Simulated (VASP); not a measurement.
Ga2SeS3, 6 atoms in the cell. It takes space group P-4m2 (No. 115, tetragonal). The conventional cell has a = 3.736 Å, b = 3.736 Å, c = 8.379 Å, α = 90.00°, β = 90.00°, γ = 90.00°. Ga (site symmetry 2mm) has 7 S at 2.83 to 2.92 Å and 2 Se at 2.90 Å and 4 Ga at 3.74 Å within 3.8 Å. Se (site symmetry -4m2) has 4 S at 2.64 Å and 4 Ga at 2.90 Å within 3.5 Å. Within 3.8 Å of S (site symmetry 2mm) lie 5 Ga at 2.83 to 2.92 Å and 10 S at 3.26 to 3.74 Å and 2 Se at 3.74 Å. Within 3.5 Å of S (site symmetry -4m2) lie 4 Se at 2.64 Å and 4 Ga at 2.90 Å. The cell was built from a structure type or drawn by symmetry, and may not be a known phase.

- Program: VASP 6.6.1
- Task: relaxation of cell and atoms
- Functional: PBE
- Potentials or basis: VASP PAW PBE potentials, release 64 (Ga_d, Se, S)
- Cutoff: 500 eV
- k mesh: 3 × 3 × 2
- Occupations: gaussian, width 0.15 eV
- Spin: no spin polarisation
- Dipole correction: no
- Further INCAR settings: ALGO = Normal; EDIFF = 1e-07; IBRION = 2; EDIFFG = -0.08; NSW = 36; ISIF = 3

Potentials or basis: VASP PAW PBE potentials, release 64 (Ga_d, Se, S).

Command:

```bash
$ cat potpaw_PBE.64/Ga_d/POTCAR potpaw_PBE.64/Se/POTCAR potpaw_PBE.64/S/POTCAR > POTCAR
$ mpirun -np 1 vasp_std > vasp.out
```

Hardware: 1 thread of Intel(R) Xeon(R) Platinum 8559C (Emerald Rapids) (shared host).

Question: How long does it take, and how much memory?

Answer: Wall time 8.7 min on 1 thread of Intel(R) Xeon(R) Platinum 8559C (Emerald Rapids) (shared host), peak memory 0.24 GiB. Counts: scf iterations 235, k points 6, ion steps 21.
